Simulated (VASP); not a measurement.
# HfB (Fm-3m) in VASP: notebook, part 3 of 4

VASP 6.6.1. Earlier steps stand in the parts before.

## Step 4: Relaxation of cell and atoms, PBEsol, target pressure 8 GPa, at which the enthalpy is minimised

This run uses another cell than the first one, of 13.15 Å³/atom.

Contents of INCAR:

```
ALGO = Normal
EDIFF = 1E-7
EDIFFG = -0.008
ENCUT = 500
GGA = PS
GGA_COMPAT = False
IBRION = 2
ISIF = 3
ISMEAR = 0
LASPH = True
LCHARG = False
LREAL = False
LWAVE = False
NELM = 120
NELMIN = 4
NSW = 70
PREC = Accurate
PSTRESS = 80.0
SIGMA = 0.1
```

Contents of KPOINTS:

```
k-points
0
Gamma
  16 16 16
```

Contents of POSCAR:

```
HfB
1.0
    0.0000000000      2.3605947547      2.3605947547
    2.3605947547      0.0000000000      2.3605947547
    2.3605947547      2.3605947547      0.0000000000
Hf B
1 1
Direct
    0.5000000000      0.5000000000      0.5000000000
    0.0000000000      0.0000000000      0.0000000000
```

Potentials or basis: VASP PAW PBE potentials, release 64 (Hf_pv, B).

The run is started by

```console
$ cat potpaw_PBE.64/Hf_pv/POTCAR potpaw_PBE.64/B/POTCAR > POTCAR
$ mpirun -np 1 vasp_std > vasp.out
```

OUTCAR:

```text
EDIFF = 1E-7
   EDIFFG = -0.008
   ENCUT = 500
   GGA = PS
   IBRION = 2
   ISIF = 3
   ISMEAR = 0
   LASPH = True
   LREAL = False
   NELM = 120
   NELMIN = 4
   NSW = 70
   PREC = Accurate
   PSTRESS = 80.0

 ion  position               nearest neighbor table
   1  0.500  0.500  0.500-   2 2.36   2 2.36   2 2.36   2 2.36   2 2.36   2 2.36
   2  0.000  0.000  0.000-   1 2.36   1 2.36   1 2.36   1 2.36   1 2.36   1 2.36

  LATTYP: Found a face centered cubic cell.
 ALAT       =     4.7211895094

  Lattice vectors:

 A1 = (   0.0000000000,   2.3605947547,   2.3605947547)
 A2 = (   2.3605947547,   0.0000000000,   2.3605947547)
 A3 = (   2.3605947547,   2.3605947547,   0.0000000000)

Analysis of symmetry for initial positions (statically):
=====================================================================
 Subroutine PRICEL returns:
 Original cell was already a primitive cell.

 Routine SETGRP: Setting up the symmetry group for a
 face centered cubic supercell.

 Subroutine GETGRP returns: Found 48 space group operations
 (whereof 48 operations were pure point group operations)
 out of a pool of 48 trial point group operations.

The static configuration has the point symmetry O_h .

Analysis of symmetry for dynamics (positions and initial velocities):
=====================================================================
 Subroutine PRICEL returns:
 Original cell was already a primitive cell.

 Routine SETGRP: Setting up the symmetry group for a
 face centered cubic supercell.

 Subroutine GETGRP returns: Found 48 space group operations
 (whereof 48 operations were pure point group operations)
 out of a pool of 48 trial point group operations.

The dynamic configuration has the point symmetry O_h .

 Subroutine INISYM returns: Found 48 space group operations
 (whereof 48 operations are pure point group operations),
 and found     1 'primitive' translations

----------------------------------------------------------------------------------------

                                     Primitive cell

  volume of cell :      26.3084

  direct lattice vectors                    reciprocal lattice vectors
     0.000000000  2.360594755  2.360594755    -0.211811027  0.211811027  0.211811027
     2.360594755  0.000000000  2.360594755     0.211811027 -0.211811027  0.211811027
     2.360594755  2.360594755  0.000000000     0.211811027  0.211811027 -0.211811027

  length of vectors
     3.338385117  3.338385117  3.338385117     0.366867461  0.366867461  0.366867461

  position of ions in fractional coordinates (direct lattice)
     0.500000000  0.500000000  0.500000000
     0.000000000  0.000000000  0.000000000

  ion indices of the primitive-cell ions
   primitive index   ion index
                 1           1
                 2           2

----------------------------------------------------------------------------------------

 KPOINTS: k-points

Automatic generation of k-mesh.
[... 26 lines left out ...]
  0.187500  0.000000  0.000000      8.000000
  0.250000  0.000000  0.000000      8.000000
  0.312500  0.000000  0.000000      8.000000
[... 16 lines left out ...]
 -0.125000  0.062500  0.000000     24.000000
 -0.062500  0.062500  0.000000     12.000000
 [... further k-points ...]
   k-points           NKPTS =    145   k-points in BZ     NKDIM =    145   number of bands    NBANDS=     10
   number of dos      NEDOS =    301   number of ions     NIONS =      2
   total plane-waves  NPLWV =  13824
   dimension x,y,z NGX =    24 NGY =   24 NGZ =   24
   dimension x,y,z NGXF=    48 NGYF=   48 NGZF=   48
   ions per type =               1   1
   NGX,Y,Z   is equivalent  to a cutoff of  11.95, 11.95, 11.95 a.u.
   NGXF,Y,Z  is equivalent  to a cutoff of  23.90, 23.90, 23.90 a.u.
 SYSTEM =  unknown system
   PREC   = accura    normal or accurate (medium, high low for compatibility)
   ISTART =      0    job   : 0-new  1-cont  2-samecut
   ICHARG =      2    charge: 1-file 2-atom 10-const
   ISPIN  =      1    spin polarized calculation?
   LNONCOLLINEAR =      F non collinear calculations
   LSORBIT =      F    spin-orbit coupling
   LASPH  =      T    aspherical Exc in radial PAW
   ENCUT  =  500.0 eV  36.75 Ry    6.06 a.u.   6.09  6.09  6.09*2*pi/ulx,y,z
   NELM   =    120;   NELMIN=  4; NELMDL= -5     # of ELM steps
   EDIFF  = 0.1E-06   stopping-criterion for ELM
   LREAL  =      F    real-space projection
   EDIFFG = -.8E-02   stopping-criterion for IOM
   NSW    =     70    number of steps for IOM
   IBRION =      2    ionic relax: 0-MD 1-quasi-New 2-CG
   NFREE  =      1    steps in history (QN), initial steepest desc. (CG)
   ISIF   =      3    stress and relaxation
   ISYM   =      2    0-nonsym 1-usesym 2-fastsym
   POTIM  = 0.5000    time-step for ionic-motion
   TEBEG  =    0.0;   TEEND  =   0.0 temperature during run
   PSTRESS=   80.0 pullay stress
   NELECT =      13.0000    total number of electrons
   NUPDOWN=      -1.0000    fix difference up-down
   EMIN   =  10.00;   EMAX   =-10.00  energy-range for DOS
   EFERMI =   0.00;   METHOD = LEGACY
   ISMEAR =     0;   SIGMA  =   0.10  broadening in eV -4-tet -1-fermi 0-gaus
   EFERMI_NEDOS =   21; number of points for ismear=-14 and -15
   IALGO  =     38    algorithm
   IMIX   =      4    mixing-type and parameters
     AMIX     =   0.40;   BMIX     =  1.00
     AMIX_MAG =   1.60;   BMIX_MAG =  1.00
  volume/ion in A,a.u.               =      13.15        88.77
  Fermi-wavevector in a.u.,A,eV,Ry     =   1.294269  2.445814 22.791554  1.675132
  Thomas-Fermi vector in A             =   2.425862
   LORBIT       =      0    0 simple, 1 ext, 2 COOP (PROOUT), +10 PAW based schemes
   GGA     = PS    functional components
   LHFCALC =     F    Hartree Fock is set to
   AEXX    =    0.0000 exact exchange contribution
   IVDW    =     0    specifies the selected vdW correction
   LEPSILON=     F    determine dielectric tensor
   LRPA    =     F    only Hartree local field effects (RPA)
 conjugate gradient relaxation of ions
 non-spin polarized calculation
 Gauss-broadening in eV      SIGMA  =   0.10
  energy-cutoff  :      500.00
  volume of cell :       26.31
 maximum number of plane-waves:       692
   NGX = 13   NGY = 13   NGZ = 13

--------------------------------------- Ionic step        1  -------------------------------------------

 number of electron      12.9999998 magnetization

 Free energy of the ion-electron system (eV)
  ---------------------------------------------------
  ext. energy  EPLUGINS =         0.00000000
  ---------------------------------------------------
  free energy    TOTEN  =       -18.37983284 eV

  energy without entropy =      -18.37564712  energy(sigma->0) =      -18.37773998

------------------------ aborting loop because EDIFF is reached ----------------------------------------

  FORCE on cell =-STRESS in cart. coord.  units (eV):
  Direction    XX          YY          ZZ          XY          YZ          ZX
  --------------------------------------------------------------------------------------
  -------------------------------------------------------------------------------------
  Total        1.4347843      1.4347843      1.4347843      0.0000000      0.0000000     -0.0000000
  in kB       87.3781599     87.3781599     87.3781599      0.0000000      0.0000000     -0.0000000
  external PRESSURE =       7.3781599 kB  Pullay stress =      80.0000000 kB
[... 63 lines left out ...]
--------------------------------------- Ionic step        3  -------------------------------------------

 number of electron      12.9999998 magnetization

 Free energy of the ion-electron system (eV)
  ---------------------------------------------------
  ext. energy  EPLUGINS =         0.00000000
  ---------------------------------------------------
  free energy    TOTEN  =       -18.38449938 eV

  energy without entropy =      -18.38031159  energy(sigma->0) =      -18.38240549

 E-fermi :   4.5678     XC(G=0): -12.0814

 val. band max:        4.5556940689   @ k =   0.2500   0.0625   0.0000
 cond. band min:       4.5701662510   @ k =   0.2500   0.0000   0.0000
 fundamental gap:      0.0144721821
 Fermi energy:         4.5678454546

 k-point     1 :       0.0000    0.0000    0.0000
  band No.  band energies     occupation
      1     -24.0439      2.00000
      2     -24.0439      2.00000
      3     -24.0439      2.00000
      4      -4.7741      2.00000
      5       6.6496      0.00000
      6       6.6496      0.00000
      7       6.6496      0.00000
      8       8.3667      0.00000
      9       8.3667      0.00000
     10       8.3667      0.00000
[... 287 lines left out ...]
 k-point    24 :      -0.0625    0.0625    0.0000
  band No.  band energies     occupation
      1     -24.0988      2.00000
      2     -24.0598      2.00000
      3     -24.0459      2.00000
      4      -4.4978      2.00000
      5       5.9408      0.00000
      6       6.0235      0.00000
      7       6.4590      0.00000
      8       6.8062      0.00000
      9       7.8745      0.00000
     10       8.9351      0.00000

 [... further k-points ...]
[... 5 lines left out ...]
  --------------------------------------------------------------------------------------
  -------------------------------------------------------------------------------------
  Total        1.3191684      1.3191684      1.3191684      0.0000000     -0.0000000      0.0000000
  in kB       80.0651392     80.0651392     80.0651392      0.0000000     -0.0000000      0.0000000
  external PRESSURE =       0.0651392 kB  Pullay stress =      80.0000000 kB
[... 21 lines left out ...]
  energy  without entropy=      -18.3803115861  energy(sigma->0) =      -18.38240549

  enthalpy is  TOTEN    =       -17.0664042112 eV   P V=        1.3180951728

 reached required accuracy - stopping structural energy minimisation
```

OSZICAR:

```text
N       E                     dE             d eps       ncg     rms          rms(c)
DAV:   1     0.135051048143E+02    0.13505E+02   -0.73872E+03  2900   0.118E+03
DAV:   2    -0.189742990710E+02   -0.32479E+02   -0.31054E+02  3676   0.189E+02
DAV:   3    -0.199289796654E+02   -0.95468E+00   -0.91390E+00  3748   0.235E+01
[... 27 lines left out ...]
DAV:   5    -0.183844999636E+02    0.10104E-04   -0.18684E-05  3232   0.253E-02    0.672E-02
DAV:   6    -0.183844990745E+02    0.88911E-06   -0.56808E-06  3550   0.134E-02    0.154E-02
DAV:   7    -0.183844994958E+02   -0.42133E-06   -0.43301E-07  3356   0.470E-03    0.454E-03
DAV:   8    -0.183844993820E+02    0.11380E-06   -0.51435E-08  1592   0.224E-03    0.343E-04
DAV:   9    -0.183844993839E+02   -0.19072E-08   -0.41508E-09  1526   0.778E-04
   3 F= -.17066404E+02 E0= -.17064310E+02  d E =-.203358E-03
```

Wall time 58 s (1 thread of AMD EPYC 7R13 (Zen 3), shared host); peak memory 0.15 GiB.

What came out:

* Free energy: -18.3845 eV
* Relaxed volume: 13.20 Å³/atom
* Relaxed cell: a = 3.342 Å, b = 3.342 Å, c = 3.342 Å, α = 60.00°, β = 60.00°, γ = 60.00°
* Space group after relaxing (to 0.1 Å): Fm-3m (No. 225)
* Energy change on relaxing (the run minimises the enthalpy): -2.3 meV/atom
* Ionic steps: 3
* Pressure after relaxing: 8.0 GPa
* Band gap on the k mesh: zero (an odd number of electrons rules out a gap without spin polarisation)

The path:
```tsv
step	energy change (eV)	largest force (eV/Å)	pressure (GPa)	volume (Å³)
1	0.0000	0.0000	8.74	26.31
2	-0.0113	0.0000	6.87	26.54
3	-0.0047	0.0000	8.01	26.40
```

Final structure:
```cif
data_structure
_symmetry_space_group_name_H-M 'P 1'
_symmetry_Int_Tables_number 1
_cell_length_a 3.3422
_cell_length_b 3.3422
_cell_length_c 3.3422
_cell_angle_alpha 60.000
_cell_angle_beta 60.000
_cell_angle_gamma 60.000
_cell_volume 26.40
loop_
_atom_site_label
_atom_site_type_symbol
_atom_site_fract_x
_atom_site_fract_y
_atom_site_fract_z
_atom_site_occupancy
Hf1 Hf 0.50000 0.50000 0.50000 1
B1 B 0.00000 0.00000 0.00000 1
```

Caveat: the cell is relaxed towards a set pressure, so the run minimises the enthalpy, not the energy; the PAW data sets were made with another functional, which shifts forces and pressure a little; spin-orbit coupling is left out, which moves the levels of the heavy elements. Zero-point motion and thermal expansion aren't in these numbers.

## Step 5: Relaxation of cell and atoms, PBEsol, target pressure 3 GPa, at which the enthalpy is minimised

This run uses another cell than the first one, of 13.33 Å³/atom.

Contents of INCAR:

```
SYSTEM = HfB
PREC     = Accurate       ! precision mode
ENCUT    = 500            ! plane-wave cutoff, eV
EDIFF    = 1E-7           ! SCF threshold, eV
ISMEAR   = 0              ! smearing method
SIGMA    = 0.1            ! smearing width, eV
LREAL    = .FALSE.        ! projectors in reciprocal space
LASPH    = .TRUE.         ! aspherical terms in the spheres
NELM     = 120            ! most SCF steps
ALGO     = Normal         ! electronic algorithm
ISIF     = 3              ! what is computed and relaxed
LWAVE    = .FALSE.        ! write WAVECAR
LCHARG   = .FALSE.        ! write CHGCAR
GGA      = PS             ! functional
IBRION   = 2              ! ionic algorithm
NSW      = 70             ! ionic steps
EDIFFG   = -0.008         ! ionic threshold
PSTRESS  = 30.0         
GGA_COMPAT= .FALSE.      
NELMIN   = 4
```

Contents of KPOINTS:

```
Automatic mesh
0
G
  16 16 16
  0 0 0
```

Contents of POSCAR:

```
HfB
1.0
    0.0000000000      2.3711367839      2.3711367839
    2.3711367839      0.0000000000      2.3711367839
    2.3711367839      2.3711367839      0.0000000000
Hf B
1 1
Direct
    0.5000000000      0.5000000000      0.5000000000
    0.0000000000      0.0000000000      0.0000000000
```

The run is started by

```console
$ cat potpaw_PBE.64/Hf_pv/POTCAR potpaw_PBE.64/B/POTCAR > POTCAR
$ mpirun -np 1 vasp_std > vasp.out
```

Wall time 70 s (1 thread of AMD EPYC 7R13 (Zen 3), shared host); peak memory 0.15 GiB.

It converged, with:

* Free energy: -18.4069 eV
* Relaxed volume: 13.53 Å³/atom
* Relaxed cell: a = 3.370 Å, b = 3.370 Å, c = 3.370 Å, α = 60.00°, β = 60.00°, γ = 60.00°
* Space group after relaxing (to 0.1 Å): Fm-3m (No. 225)
* Energy change on relaxing (the run minimises the enthalpy): -5.4 meV/atom
* Ionic steps: 3
* Pressure after relaxing: 3.0 GPa
* Band gap on the k mesh: zero (an odd number of electrons rules out a gap without spin polarisation)

The path:
```csv
step,energy change (eV),largest force (eV/Å),pressure (GPa),volume (Å³)
1,0.0000,0.0000,5.92,26.66
2,-0.0145,0.0000,-0.80,27.61
3,-0.0108,0.0000,3.00,27.05
```

Final structure:
```xyz
2
Lattice="0.0000 2.3827 2.3827 2.3827 0.0000 2.3827 2.3827 2.3827 0.0000" Properties=species:S:1:pos:R:3 pbc="T T T"
Hf    2.3827    2.3827    2.3827
B     0.0000    0.0000    0.0000
```

Levels at points of the mesh, in eV from the Fermi level:
```csv
k point,band 3,band 4,band 5,band 6,band 7,band 8,band 9,band 10
"(0.00, 0.00, 0.00)",-28.74,-9.26,2.06,2.06,2.06,3.73,3.73,3.73
"(0.50, 0.00, 0.00)",-28.80,-4.76,-4.31,-1.21,-1.21,5.89,5.89,6.79
"(0.50, 0.50, 0.00)",-28.93,-6.45,-1.15,-0.92,2.09,2.09,5.64,7.09
```

Caveat: the cell is relaxed towards a set pressure, so the run minimises the enthalpy, not the energy; the PAW data sets were made with another functional, which shifts forces and pressure a little; spin-orbit coupling is left out, which moves the levels of the heavy elements. Zero-point motion and thermal expansion aren't in these numbers.

(Continued in part 4 of 4.)

The gap in the log of VASP goes by the Fermi energy; the results here count the filled bands.